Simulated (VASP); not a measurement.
Set up this calculation in VASP 6.6.1, as the native input.

```yaml
Task: single point
Functional: LDA
Potentials_or_basis: VASP PAW LDA potentials, release 64 (Ta_pv, V_sv)
Cutoff: 520 eV
k_mesh: 7 × 7 × 5
Occupations: fermi-dirac, width 0.05 eV
Spin: collinear spin, ferromagnetic start
Starting_moments: "[0.0, 2.0] μB"
Dipole_correction: no
Further_INCAR_settings: ALGO = Normal; EDIFF = 1e-06; NBANDS = 23
```

The structure of TaV lies in POSCAR:

```
TaV
1.0
    1.5631263475     -2.2626546748      0.0000000000
    1.5631263475      2.2626546748      0.0000000000
    0.0000000000      0.0000000000      4.2423771667
Ta V
1 1
Direct
    0.0000000000      0.0000000000      0.0000000000
    0.5000000000      0.5000000000      0.5000000000
```

One way to write it, as run:

INCAR

```
ALGO = Normal ; EDIFF = 1E-6
ENCUT = 520 ; GGA = CA
ISIF = 2 ; ISMEAR = -1
ISPIN = 2 ; LASPH = True
LCHARG = False ; LMAXMIX = 4
LORBIT = 11 ; LREAL = False
LWAVE = False ; MAGMOM = 0 2
NBANDS = 23 ; NELM = 150
PREC = Accurate ; SIGMA = 0.05
```

KPOINTS

```
k-points
0
Gamma
  7 7 5
```

Potentials or basis: VASP PAW LDA potentials, release 64 (Ta_pv, V_sv).

Run with:

```bash
$ cat potpaw_LDA.64/Ta_pv/POTCAR potpaw_LDA.64/V_sv/POTCAR > POTCAR
$ mpirun -np 1 vasp_std > vasp.out
```

Results of the run:

* Pressure: 0.9 GPa
* Band gap on the k mesh: zero (filled and empty bands overlap)
* Net moment: 0.00 μB per cell
* Valence electrons inside the program's atomic spheres: Ta 9.16; V 11.68

Caveat: the moments typed at the start vanished in this run; spin-orbit coupling is left out, which moves the levels of the heavy elements.

Run time: 72 s on 1 thread of Oxide Virtual Turin-like Processor, on a shared host, peak memory 0.13 GiB.
